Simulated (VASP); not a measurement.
As, 2 atoms in the cell. It takes space group P6/mmm (No. 191, hexagonal). Conventional cell: a = 3.175 Å, b = 3.175 Å, c = 4.919 Å, α = 90.00°, β = 90.00°, γ = 120.00°. Within 3.0 Å of As (site symmetry 6mm) lie 2 As at 2.28 to 2.64 Å. The cell was built from a structure type or drawn by symmetry, and may not be a known phase.

```yaml
Program: VASP 6.6.1
Task: relaxation of cell and atoms
Functional: PBE
Potentials_or_basis: VASP PAW PBE potentials, release 64 (As)
Cutoff: 600 eV
k_mesh: 6 × 6 × 4
Occupations: gaussian, width 0.1 eV
Spin: no spin polarisation
Dipole_correction: no
Further_INCAR_settings: ALGO = Normal; EDIFF = 1e-06; IBRION = 2; EDIFFG = -0.04; NSW = 90; ISIF = 3
```

Potentials or basis: VASP PAW PBE potentials, release 64 (As).

Command:

```bash
$ cat potpaw_PBE.64/As/POTCAR > POTCAR
$ mpirun -np 1 vasp_std > vasp.out
```

Hardware: 1 thread of Intel Xeon 8259CL (shared host).

Q: Estimate the wall time of this run.

A: Run time: 100 s on 1 thread of Intel Xeon 8259CL (shared host), peak memory 0.18 GiB. Counts: scf iterations 67, k points 21, ion steps 11.
